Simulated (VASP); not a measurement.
Input of a VASP 6.6.1 run:

Contents of POSCAR:

```
BP
1.0
    0.0000000000      2.2683156724      2.2683156724
    2.2683156724      0.0000000000      2.2683156724
    2.2683156724      2.2683156724      0.0000000000
B P
1 1
Direct
    0.0000000000      0.0000000000      0.0000000000
    0.2500000000      0.2500000000      0.2500000000
```

Contents of INCAR.step1:

```
ALGO = Normal
EDIFF = 1E-4
ENCUT = 520
GGA = PE
ISMEAR = 0
LASPH = T
LCHARG = F
LREAL = F
LWAVE = T
NBANDS = 11
NELM = 60
PREC = Accurate
SIGMA = 0.01
```

Contents of INCAR.step2:

```
ALGO = Normal
EDIFF = 1E-7
ENCUT = 520
ISIF = 2
ISMEAR = 0
ISTART = 1
LASPH = T
LCHARG = F
LMIXTAU = T
LREAL = F
LWAVE = F
METAGGA = R2SCAN
NBANDS = 11
NELM = 60
PREC = Accurate
SIGMA = 0.01
```

The input KPOINTS:

```
k-points
0
Gamma
  6 6 6
```

Potentials or basis: VASP PAW PBE potentials, release 64 (B, P).

Command:

```sh
$ cat potpaw_PBE.64/B/POTCAR potpaw_PBE.64/P/POTCAR > POTCAR
$ cp INCAR.step1 INCAR
$ mpirun -np 1 vasp_std > vasp.out
$ cp INCAR.step2 INCAR
$ mpirun -np 1 vasp_std > vasp.out
```

Predict the band gap on the k mesh.

1.54 eV, indirect (least direct gap 3.64 eV).

Predict the pressure.

-0.4 GPa.

Caveat: the PAW data sets were made with another functional, which shifts forces and pressure a little. A k mesh can miss the band edges.
